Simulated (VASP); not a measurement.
Set up this calculation in VASP 6.6.1, as the native input.

```yaml
Task: single point
Functional: PBE
Potentials_or_basis: VASP PAW PBE potentials, release 64 (K_sv, F)
Cutoff: 520 eV
k_mesh: 8 × 8 × 8
Occupations: gaussian, width 0.02 eV
Spin: no spin polarisation
Dipole_correction: no
Further_INCAR_settings: ALGO = Normal; EDIFF = 1e-06; NBANDS = 15
```

The structure of KF lies in POSCAR:

```
KF
1.0
    0.0000000000      2.7093664489      2.7093664489
    2.7093664489      0.0000000000      2.7093664489
    2.7093664489      2.7093664489      0.0000000000
K F
1 1
Direct
    0.0000000000      0.0000000000      0.0000000000
    0.5000000000      0.5000000000      0.5000000000
```

These files were run (other wordings do the same):

INCAR

```
SYSTEM = KF
  ALGO = Normal
  EDIFF = 1E-6
  ENCUT = 520
  GGA = PE
  ISIF = 2
  ISMEAR = 0
  LASPH = .True.
  LCHARG = .True.
  LELF = .True.
  LREAL = .False.
  LVHAR = .True.
  LWAVE = .False.
  NBANDS = 15
  NELM = 80
  PREC = Accurate
  SIGMA = 0.02
```

KPOINTS

```
k-points
0
Gamma
  8 8 8
  0 0 0
```

Potentials or basis: VASP PAW PBE potentials, release 64 (K_sv, F).

Launch:

```console
$ cat potpaw_PBE.64/K_sv/POTCAR potpaw_PBE.64/F/POTCAR > POTCAR
$ mpirun -np 1 vasp_std > vasp.out
```

Results of the run:

```json
{"Pressure": "0.0 GPa", "Band gap on the k mesh": "5.95 eV"}
```

Wall time 25 s on 1 thread of Intel Xeon 8259CL, with other jobs on the host, peak memory 0.16 GiB.
